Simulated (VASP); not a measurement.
A run of VASP 6.6.1 is set up as follows.

The input INCAR:

```
PREC = Accurate
ENCUT = 600
EDIFF = 1E-6
ISMEAR = 0
SIGMA = 0.1
LREAL = F
LASPH = T
NELM = 60
ALGO = Normal
ISIF = 3
LWAVE = F
LCHARG = F
GGA = PE
IBRION = 2
NSW = 100
EDIFFG = -0.01
```

File KPOINTS:

```
regular mesh
0
Gamma
  12 12 12
```

The input POSCAR:

```
AlGa2N2
1.0
   -2.0643442410      2.0643442410      4.6207405458
    2.0643442410     -2.0643442410      4.6207405458
    2.0643442410      2.0643442410     -4.6207405458
Al Ga N
1 2 2
Direct
    0.5000000000      0.5000000000      0.0000000000
    0.7500000000      0.2500000000      0.5000000000
    0.2500000000      0.7500000000      0.5000000000
    0.3003662594      0.3003662594      0.0000000000
    0.6996337406      0.6996337406      0.0000000000
```

Potentials or basis: VASP PAW PBE potentials, release 64 (Al, Ga_d, N).

Launch:

```bash
$ cat potpaw_PBE.64/Al/POTCAR potpaw_PBE.64/Ga_d/POTCAR potpaw_PBE.64/N/POTCAR > POTCAR
$ mpirun -np 1 vasp_std > vasp.out
```

(1) What does it give for the relaxed cell?

(2) Estimate the space group after relaxing (to 0.1 Å).

(3) Estimate the relaxed volume.

## Answers

(1) a = 5.492 Å, b = 5.492 Å, c = 5.492 Å, α = 135.63°, β = 135.63°, γ = 64.56°.

(2) I4/mmm (No. 139).

(3) 15.98 Å³/atom.
